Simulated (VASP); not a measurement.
A run of VASP 6.6.1 is set up as follows.

The input POSCAR:

```
SiC
1.0
    0.0000000000      1.9729609072      1.9729609072
    1.9729609072      0.0000000000      1.9729609072
    1.9729609072      1.9729609072      0.0000000000
Si C
1 1
Direct
    0.0000000000      0.0000000000      0.0000000000
    0.5000000000      0.5000000000      0.5000000000
```

Contents of INCAR.step1:

```
  PREC = Accurate
  ENCUT = 660
  ISMEAR = -1
  SIGMA = 0.1
  LREAL = F
  LASPH = T
  NELM = 120
  NBANDS = 11
  GGA = PE
  ALGO = Normal
  EDIFF = 1E-5
  LWAVE = T
  LCHARG = F
  GGA_COMPAT = F
```

Contents of INCAR.step2:

```
  PREC = Accurate
  ENCUT = 660
  EDIFF = 1E-6
  ISMEAR = -1
  SIGMA = 0.1
  LREAL = F
  LASPH = T
  NELM = 120
  ALGO = Normal
  ISIF = 2
  LWAVE = F
  LCHARG = F
  METAGGA = R2SCAN
  LMIXTAU = T
  NBANDS = 11
  ISTART = 1
  GGA_COMPAT = F
```

Contents of KPOINTS:

```
Automatic mesh
0
Gamma
  17 17 17
```

Potentials or basis: VASP PAW PBE potentials, release 64 (Si, C).

Run with:

```console
$ cat potpaw_PBE.64/Si/POTCAR potpaw_PBE.64/C/POTCAR > POTCAR
$ cp INCAR.step1 INCAR
$ mpirun -np 1 vasp_std > vasp.out
$ cp INCAR.step2 INCAR
$ mpirun -np 1 vasp_std > vasp.out
```

Q: Predict the band gap on the k mesh.

A: Zero (band 4 reaches 13.67 eV, above the bottom of band 5 at 13.54 eV).

Q: Estimate the pressure.

A: 18.9 GPa.

Caveat: the PAW data sets were made with another functional, which shifts forces and pressure a little.
